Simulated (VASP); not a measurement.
Input of a VASP 6.6.1 run:

File POSCAR:

```
Bi
1.0
    2.2673427630      1.3090509546      3.8817323445
   -2.2673427630      1.3090509546      3.8817323445
    0.0000000000     -2.6181019092      3.8817323445
Bi
2
Direct
    0.2371283427      0.2371283427      0.2371283427
    0.7628716573      0.7628716573      0.7628716573
```

INCAR.step1

```
PREC = Accurate
ENCUT = 520
ISMEAR = 0
SIGMA = 0.1
LREAL = F
LASPH = T
NELM = 60
NBANDS = 22
GGA = PE
ALGO = Normal
EDIFF = 1E-4
LWAVE = T
LCHARG = F
```

Contents of INCAR.step2:

```
PREC = Accurate
ENCUT = 520
EDIFF = 1E-6
ISMEAR = 0
SIGMA = 0.1
LREAL = F
LASPH = T
NELM = 60
ALGO = Normal
ISIF = 2
LWAVE = F
LCHARG = T
METAGGA = R2SCAN
LMIXTAU = T
LELF = T
LVHAR = T
NBANDS = 22
ISTART = 1
```

File KPOINTS:

```
Automatic mesh
0
Gamma
  12 12 12
```

Potentials or basis: VASP PAW PBE potentials, release 64 (Bi_d).

The run is started by

```console
$ cat potpaw_PBE.64/Bi_d/POTCAR > POTCAR
$ cp INCAR.step1 INCAR
$ mpirun -np 1 vasp_std > vasp.out
$ cp INCAR.step2 INCAR
$ mpirun -np 1 vasp_std > vasp.out
```

Q: What does it give for the largest force?

A: 0.177 eV/Å.

Q: Predict the band gap on the k mesh.

A: Zero (band 15 reaches 6.38 eV, above the bottom of band 16 at 6.29 eV).

Q: What does it give for the pressure?

A: 1.2 GPa.

Forces in eV/Å, atoms in the order of the input:
```
Bi   0.000  0.000 -0.177
Bi   0.000  0.000  0.177
```

Caveat: the PAW data sets were made with another functional, which shifts forces and pressure a little; spin-orbit coupling is left out, which moves the levels of the heavy elements.
